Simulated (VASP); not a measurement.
# CaPtSe2 (P6_3mc) in VASP: a series of runs

CaPtSe2 is run at these levels: PBE; tasks: single point.

All numbers are computed with VASP 6.6.1; they aren't measurements. Logs are shortened: lines on timing, memory, paths and dates and some standing lists are left out, and cuts for length are marked.

## (1) The cell of the first run

Symmetry: P6_3mc, No. 186, hexagonal system. The conventional cell has a = 3.753 Å, b = 3.753 Å, c = 11.645 Å, α = 90.00°, β = 90.00°, γ = 120.00°. Within 3.8 Å of Ca (site symmetry 3m) lie 6 Se at 2.71 Å and 4 Pt at 2.90 to 3.64 Å and 6 Ca at 3.75 Å. Pt (site symmetry 3m) has 6 Se at 2.51 to 2.53 Å and 1 Ca at 2.90 Å within 3.3 Å. Within 3.4 Å of Se (site symmetry 3m) lie 3 Pt at 2.53 Å and 3 Ca at 2.71 Å and 3 Se at 3.36 Å. Within 3.4 Å of Se (site symmetry 3m) lie 3 Pt at 2.51 Å and 3 Ca at 2.71 Å and 3 Se at 3.36 Å.

## (2) Single point, PBE, collinear spin

File INCAR:

```
PREC     = Accurate       # precision mode
ENCUT    = 520            # plane-wave cutoff, eV
EDIFF    = 1E-6           # SCF threshold, eV
ISMEAR   = 0              # smearing method
SIGMA    = 0.1            # smearing width, eV
LREAL    = False          # projectors in reciprocal space
LASPH    = True           # aspherical terms in the spheres
NELM     = 150            # most SCF steps
ALGO     = Normal         # electronic algorithm
ISIF     = 2              # what is computed and relaxed
LWAVE    = False          # write WAVECAR
LCHARG   = False          # write CHGCAR
ISPIN    = 2              # spin polarisation
MAGMOM   = 0 0 1 1 0 0 0 0 # initial moments
LORBIT   = 11             # projections on sites
LMAXMIX  = 4              # l up to which the mixer works
GGA      = PE             # functional
NBANDS   = 46             # bands
```

File KPOINTS:

```
regular mesh
0
Gamma
  6 6 2
```

File POSCAR:

```
CaPtSe2
1.0
    3.7533437100      0.0000000000      0.0000000000
   -1.8766718600      3.2504910100      0.0000000000
    0.0000000000      0.0000000000     11.6447373400
Ca Pt Se
2 2 4
Direct
    0.6666666700      0.3333333300      0.3605371900
    0.3333333300      0.6666666700      0.8605371900
    0.6666666700      0.3333333300      0.1118004400
    0.3333333300      0.6666666700      0.6118004400
    0.0000000000      0.0000000000      0.0000000000
    0.3333333300      0.6666666700      0.2210743700
    0.0000000000      0.0000000000      0.5000000000
    0.6666666700      0.3333333300      0.7210743700
```

Potentials or basis: VASP PAW PBE potentials, release 64 (Ca_sv, Pt, Se).

Run with:

```bash
$ cat potpaw_PBE.64/Ca_sv/POTCAR potpaw_PBE.64/Pt/POTCAR potpaw_PBE.64/Se/POTCAR > POTCAR
$ mpirun -np 1 vasp_std > vasp.out
```

OUTCAR:

```text
PREC = Accurate
   ENCUT = 520
   EDIFF = 1E-6
   ISMEAR = 0
   LREAL = False
   LASPH = True
   NELM = 150
   ISIF = 2
   ISPIN = 2
   LORBIT = 11
   GGA = PE

 ion  position               nearest neighbor table
   1  0.667  0.333  0.361-   7 2.71   7 2.71   7 2.71   6 2.71   6 2.71   6 2.71   3 2.90
   2  0.333  0.667  0.861-   5 2.71   5 2.71   5 2.71   8 2.71   8 2.71   8 2.71   4 2.90
   3  0.667  0.333  0.112-   6 2.51   6 2.51   6 2.51   5 2.53   5 2.53   5 2.53   1 2.90
   4  0.333  0.667  0.612-   8 2.51   8 2.51   8 2.51   7 2.53   7 2.53   7 2.53   2 2.90
   5  0.000  0.000  0.000-   3 2.53   3 2.53   3 2.53   2 2.71   2 2.71   2 2.71
   6  0.333  0.667  0.221-   3 2.51   3 2.51   3 2.51   1 2.71   1 2.71   1 2.71
   7  0.000  0.000  0.500-   4 2.53   4 2.53   4 2.53   1 2.71   1 2.71   1 2.71
   8  0.667  0.333  0.721-   4 2.51   4 2.51   4 2.51   2 2.71   2 2.71   2 2.71

  LATTYP: Found a hexagonal cell.
 ALAT       =     3.7533437100
 C/A-ratio  =     3.1024969307

  Lattice vectors:

 A1 = (   3.7533437100,   0.0000000000,   0.0000000000)
 A2 = (  -1.8766718600,   3.2504910100,   0.0000000000)
 A3 = (   0.0000000000,   0.0000000000,  11.6447373400)

Analysis of symmetry for initial positions (statically):
=====================================================================
 Subroutine PRICEL returns:
 Original cell was already a primitive cell.

 Routine SETGRP: Setting up the symmetry group for a
 hexagonal supercell.

 Subroutine GETGRP returns: Found 12 space group operations
 (whereof  6 operations were pure point group operations)
 out of a pool of 24 trial point group operations.

The static configuration has the point symmetry C_3v.
 The point group associated with its full space group is C_6v.

Analysis of symmetry for dynamics (positions and initial velocities):
=====================================================================
 Subroutine PRICEL returns:
 Original cell was already a primitive cell.

 Routine SETGRP: Setting up the symmetry group for a
 hexagonal supercell.

 Subroutine GETGRP returns: Found 12 space group operations
 (whereof  6 operations were pure point group operations)
 out of a pool of 24 trial point group operations.

The dynamic configuration has the point symmetry C_3v.
 The point group associated with its full space group is C_6v.

Analysis of structural, dynamic, and magnetic symmetry:
=====================================================================
 Subroutine PRICEL returns:
 Original cell was already a primitive cell.

 Routine SETGRP: Setting up the symmetry group for a
 hexagonal supercell.

 Subroutine GETGRP returns: Found 12 space group operations
 (whereof  6 operations were pure point group operations)
 out of a pool of 24 trial point group operations.

The overall configuration has the point symmetry C_3v.
 The point group associated with its full space group is C_6v.

 Subroutine INISYM returns: Found 12 space group operations
 (whereof  6 operations are pure point group operations),
 and found     1 'primitive' translations

----------------------------------------------------------------------------------------

                                     Primitive cell

  volume of cell :     142.0682

  direct lattice vectors                    reciprocal lattice vectors
     3.753343710  0.000000000  0.000000000     0.266429104  0.153822915  0.000000000
    -1.876671860  3.250491010  0.000000000     0.000000000  0.307645829  0.000000000
     0.000000000  0.000000000 11.644737340     0.000000000  0.000000000  0.085875703

  length of vectors
     3.753343710  3.753343719 11.644737340     0.307645829  0.307645829  0.085875703

  position of ions in fractional coordinates (direct lattice)
     0.666666670  0.333333330  0.360537190
     0.333333330  0.666666670  0.860537190
     0.666666670  0.333333330  0.111800440
     0.333333330  0.666666670  0.611800440
     0.000000000  0.000000000  0.000000000
     0.333333330  0.666666670  0.221074370
     0.000000000  0.000000000  0.500000000
     0.666666670  0.333333330  0.721074370

  ion indices of the primitive-cell ions
   primitive index   ion index
                 1           1
[... 53 lines left out ...]
   dimension x,y,z NGX =    28 NGY =   28 NGZ =   90
   dimension x,y,z NGXF=    56 NGYF=   56 NGZF=  180
   ions per type =               2   2   4
   NGX,Y,Z   is equivalent  to a cutoff of  12.40, 12.40, 12.85 a.u.
   NGXF,Y,Z  is equivalent  to a cutoff of  24.80, 24.80, 25.70 a.u.
 SYSTEM =  unknown system
   PREC   = accura    normal or accurate (medium, high low for compatibility)
   ISTART =      0    job   : 0-new  1-cont  2-samecut
   ICHARG =      2    charge: 1-file 2-atom 10-const
   ISPIN  =      2    spin polarized calculation?
   LNONCOLLINEAR =      F non collinear calculations
   LSORBIT =      F    spin-orbit coupling
   LASPH  =      T    aspherical Exc in radial PAW
   ENCUT  =  520.0 eV  38.22 Ry    6.18 a.u.   6.98  6.98 21.65*2*pi/ulx,y,z
   NELM   =    150;   NELMIN=  2; NELMDL= -5     # of ELM steps
   EDIFF  = 0.1E-05   stopping-criterion for ELM
   LREAL  =      F    real-space projection
   EDIFFG = 0.1E-04   stopping-criterion for IOM
   NSW    =      0    number of steps for IOM
   IBRION =     -1    ionic relax: 0-MD 1-quasi-New 2-CG
   NFREE  =      0    steps in history (QN), initial steepest desc. (CG)
   ISIF   =      2    stress and relaxation
   ISYM   =      2    0-nonsym 1-usesym 2-fastsym
   POTIM  = 0.5000    time-step for ionic-motion
   TEBEG  =    0.0;   TEEND  =   0.0 temperature during run
   PSTRESS=    0.0 pullay stress
   NELECT =      64.0000    total number of electrons
   NUPDOWN=      -1.0000    fix difference up-down
   EMIN   =  10.00;   EMAX   =-10.00  energy-range for DOS
   EFERMI =   0.00;   METHOD = LEGACY
   ISMEAR =     0;   SIGMA  =   0.10  broadening in eV -4-tet -1-fermi 0-gaus
   EFERMI_NEDOS =   21; number of points for ismear=-14 and -15
   IALGO  =     38    algorithm
   IMIX   =      4    mixing-type and parameters
     AMIX     =   0.40;   BMIX     =  1.00
     AMIX_MAG =   1.60;   BMIX_MAG =  1.00
  volume/ion in A,a.u.               =      17.76       119.84
  Fermi-wavevector in a.u.,A,eV,Ry     =   1.254977  2.371563 21.428736  1.574968
  Thomas-Fermi vector in A             =   2.388756
   LORBIT       =     11    0 simple, 1 ext, 2 COOP (PROOUT), +10 PAW based schemes
   GGA     = PE    functional components
   LHFCALC =     F    Hartree Fock is set to
   AEXX    =    0.0000 exact exchange contribution
   IVDW    =     0    specifies the selected vdW correction
   LEPSILON=     F    determine dielectric tensor
   LRPA    =     F    only Hartree local field effects (RPA)
 spin polarized calculation
 Gauss-broadening in eV      SIGMA  =   0.10
  energy-cutoff  :      520.00
  volume of cell :      142.07
 maximum number of plane-waves:      3844
 NGX is ok and might be reduce to    28
   NGX = 13   NGY = 13   NGZ = 43

 number of electron      64.0000004 magnetization       0.0019623

 Free energy of the ion-electron system (eV)
  ---------------------------------------------------
  ext. energy  EPLUGINS =         0.00000000
  ---------------------------------------------------
  free energy    TOTEN  =       -33.76144989 eV

  energy without entropy =      -33.74242316  energy(sigma->0) =      -33.75193653

 E-fermi :   8.0426     XC(G=0): -11.2558

 val. band max:        7.9722679166   @ k =   0.3333   0.3333   0.0000
 cond. band min:       8.0883254087   @ k =   0.1667   0.0000   0.0000
 fundamental gap:      0.1160574921
 Fermi energy:         8.0426112120

 spin component 1

 k-point     1 :       0.0000    0.0000    0.0000
  band No.  band energies     occupation
      1     -32.4816      1.00000
      2     -32.4814      1.00000
      3     -13.8496      1.00000
      4     -13.8221      1.00000
      5     -13.5378      1.00000
      6     -13.5378      1.00000
[... 647 lines left out ...]
     43      13.4387      0.00000
     44      13.4387      0.00000
 Fermi energy:         8.0426112120

 spin component 2

 k-point     1 :       0.0000    0.0000    0.0000
  band No.  band energies     occupation
      1     -32.4815      1.00000
      2     -32.4813      1.00000
      3     -13.8495      1.00000
      4     -13.8220      1.00000
      5     -13.5377      1.00000
      6     -13.5377      1.00000
[... 647 lines left out ...]
     43      13.4389      0.00000
     44      13.4389      0.00000
 [bands above 44 left out]

------------------------ aborting loop because EDIFF is reached ----------------------------------------

  FORCE on cell =-STRESS in cart. coord.  units (eV):
  Direction    XX          YY          ZZ          XY          YZ          ZX
  --------------------------------------------------------------------------------------
  -------------------------------------------------------------------------------------
  Total       24.5210483     24.5210484     24.1900751     -0.0000000      0.0000000      0.0000000
  in kB      276.5365955    276.5365968    272.8040388     -0.0000004      0.0000000      0.0000000
  external PRESSURE =     275.2924103 kB  Pullay stress =       0.0000000 kB

 VOLUME and BASIS-vectors are now :
 -----------------------------------------------------------------------------
  energy-cutoff  :      520.00
  volume of cell :      142.07
      direct lattice vectors                 reciprocal lattice vectors
     3.753343710  0.000000000  0.000000000     0.266429104  0.153822915  0.000000000
    -1.876671860  3.250491010  0.000000000     0.000000000  0.307645829  0.000000000
     0.000000000  0.000000000 11.644737340     0.000000000  0.000000000  0.085875703

 POSITION                                       TOTAL-FORCE (eV/Angst)
 -----------------------------------------------------------------------------------
      1.87667      1.08350      4.19836        -0.000000      0.000000      0.653706
     -0.00000      2.16699     10.02073         0.000000     -0.000000      0.653706
      1.87667      1.08350      1.30189         0.000000     -0.000000     -0.966875
     -0.00000      2.16699      7.12426         0.000000     -0.000000     -0.966875
      0.00000      0.00000      0.00000        -0.000000      0.000000      0.110953
     -0.00000      2.16699      2.57435        -0.000000     -0.000000      0.202216
      0.00000      0.00000      5.82237         0.000000     -0.000000      0.110953
      1.87667      1.08350      8.39672         0.000000      0.000000      0.202216
 -----------------------------------------------------------------------------------
    total drift:                               -0.000028      0.000016      0.000572

  FREE ENERGIE OF THE ION-ELECTRON SYSTEM (eV)
  ---------------------------------------------------
  free  energy   TOTEN  =       -33.7614498950 eV

  energy  without entropy=      -33.7424231589  energy(sigma->0) =      -33.75193653

 total charge

# of ion       s       p       d       tot
------------------------------------------
    1        2.061   5.877   0.432   8.371
    2        2.061   5.877   0.432   8.371
    3        0.643   0.627   8.235   9.505
    4        0.643   0.627   8.235   9.505
    5        1.458   2.442   0.080   3.980
    6        1.459   2.410   0.092   3.960
    7        1.458   2.442   0.080   3.980
    8        1.459   2.410   0.092   3.960
--------------------------------------------------
tot         11.243  22.711  17.679  51.634

 magnetization (x)

# of ion       s       p       d       tot
------------------------------------------
    1        0.000   0.000   0.000   0.000
    2        0.000   0.000   0.000   0.000
    3        0.000  -0.000   0.000   0.000
    4        0.000  -0.000   0.000   0.000
    5        0.000  -0.000   0.000   0.000
    6        0.000  -0.000   0.000   0.000
    7        0.000  -0.000   0.000   0.000
    8        0.000  -0.000   0.000   0.000
--------------------------------------------------
tot          0.000  -0.000   0.000   0.000
```

Run time: 4.7 min. Hardware: 1 thread of Intel Xeon 8259CL, shared host; peak memory 0.38 GiB.

Results:

| Quantity | Value |
| --- | --- |
| Free energy | -33.7614 eV |
| Pressure | 27.5 GPa |
| Largest force | 0.967 eV/Å |
| Band gap on the k mesh | zero (filled and empty bands overlap) |
| Net moment | 0.00 μB per cell |
| Valence electrons inside the program's atomic spheres | Ca 8.37; Pt 9.51; Se 3.98, 3.96 (each value once) |

Forces on the atoms (eV/Å):
```
Ca   0.000  0.000  0.654
Ca   0.000  0.000  0.654
Pt   0.000  0.000 -0.967
Pt   0.000  0.000 -0.967
Se   0.000  0.000  0.111
Se   0.000  0.000  0.202
Se   0.000  0.000  0.111
Se   0.000  0.000  0.202
```

Caveat: the cell stands under pressure; spin-orbit coupling is left out, which moves the levels of the heavy elements.

## (3) Single point, PBE, collinear spin

This run uses another cell than the first one, of 22.43 Å³/atom.

File INCAR:

```
SYSTEM = CaPtSe2
PREC = Accurate ; ENCUT = 520
EDIFF = 1E-6 ; ISMEAR = 0
SIGMA = 0.1 ; LREAL = .FALSE.
LASPH = .TRUE. ; NELM = 150
ALGO = Normal ; ISIF = 2
LWAVE = .FALSE. ; LCHARG = .TRUE.
ISPIN = 2 ; MAGMOM = 0 0 1 1 0 0 0 0
LORBIT = 11 ; LMAXMIX = 4
GGA = PE ; LELF = .TRUE.
LVHAR = .TRUE. ; NBANDS = 46
```

File KPOINTS:

```
Automatic mesh
0
G
  6 6 2
  0 0 0
```

File POSCAR:

```
CaPtSe2
1.0
    4.1247717642      0.0000000000      0.0000000000
   -2.0623858821      3.5721571326      0.0000000000
    0.0000000000      0.0000000000     12.1790415989
Ca Pt Se
2 2 4
Direct
    0.6666666667      0.3333333333      0.3650320342
    0.3333333333      0.6666666667      0.8650320342
    0.6666666667      0.3333333333      0.1069193397
    0.3333333333      0.6666666667      0.6069193397
    0.0000000000      0.0000000000      0.0099005881
    0.3333333333      0.6666666667      0.2115600380
    0.0000000000      0.0000000000      0.5099005881
    0.6666666667      0.3333333333      0.7115600380
```

Potentials or basis: VASP PAW PBE potentials, release 64 (Ca_sv, Pt, Se).

Run with:

```bash
$ cat potpaw_PBE.64/Ca_sv/POTCAR potpaw_PBE.64/Pt/POTCAR potpaw_PBE.64/Se/POTCAR > POTCAR
$ mpirun -np 1 vasp_std > vasp.out
```

Run time: 6.2 min. Hardware: 1 thread of Intel Xeon 8259CL, shared host; peak memory 0.48 GiB.

Results (log left out):

* Free energy: -36.4303 eV
* Pressure: 0.2 GPa
* Largest force: 0.025 eV/Å
* Band gap on the k mesh: zero (filled and empty bands overlap)
* Net moment: 0.00 μB per cell
* Valence electrons inside the program's atomic spheres: Ca 8.14; Pt 9.11; Se 3.83, 3.79 (each value once)

Forces in eV/Å, atoms in the order of the input:
```
Ca   0.000  0.000 -0.005
Ca   0.000  0.000 -0.005
Pt   0.000  0.000 -0.012
Pt   0.000  0.000 -0.012
Se   0.000  0.000  0.025
Se   0.000  0.000 -0.008
Se   0.000  0.000  0.025
Se   0.000  0.000 -0.008
```

Levels at points of the mesh, in eV from the Fermi level:
Spin up:
```tsv
k point	band 29	band 30	band 31	band 32	band 33	band 34	band 35	band 36
(0.00, 0.00, 0.00)	-1.83	-1.22	0.10	0.10	0.92	0.92	1.17	1.77
(0.50, 0.00, 0.00)	-2.64	-2.59	-0.02	0.11	0.34	0.57	1.34	1.97
(0.00, 0.00, 0.50)	-2.01	-2.01	0.52	0.52	0.52	0.52	1.92	1.92
(0.50, 0.00, 0.50)	-2.65	-2.65	-0.06	-0.06	0.45	0.45	1.70	1.70
```
Spin down:
```
           k point  band 30  band 31  band 32  band 33  band 34  band 35
(0.00, 0.00, 0.00)    -1.22     0.10     0.10     0.92     0.92     1.17
(0.50, 0.00, 0.00)    -2.59    -0.02     0.11     0.34     0.57     1.34
(0.00, 0.00, 0.50)    -2.01     0.52     0.52     0.52     0.52     1.92
(0.50, 0.00, 0.50)    -2.65    -0.05    -0.05     0.45     0.45     1.70
```

Caveat: spin-orbit coupling is left out, which moves the levels of the heavy elements.

The gap in the log of VASP goes by the Fermi energy; the results here count the filled bands.